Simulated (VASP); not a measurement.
Runs of VASP 6.6.1 on ScAl3. The structure is that of space group Pm-3m (No. 221), or close to it. The cells are those of the table. 

| cell | gap on the mesh (eV) | pressure (GPa) |
| --- | --- | --- |
| a = 3.947 Å, 4 atoms | none | (b) |
| a = 4.220 Å, 4 atoms | none | (a) |
| a = 4.053 Å, 4 atoms | none | 3.7 |
| a = 3.983 Å, 4 atoms | none | 9.5 |
| a = 4.188 Å, 4 atoms | none | -4.4 |

Alike in all rows: task single point; level PBE; potentials or basis VASP PAW PBE potentials, release 64 (Sc_sv, Al); no spin polarisation; k mesh 6 × 6 × 6; cutoff (eV) 520; smearing fermi-dirac 0.1 eV.

Problem. Estimate the missing entries.

Solution. (a) -5.8; (b) 13.1.

Caveats: the cell stands under pressure (at least some runs); the cell stands under tension (at least some runs).

A gap of «none» marks levels without a gap at the run's occupations.
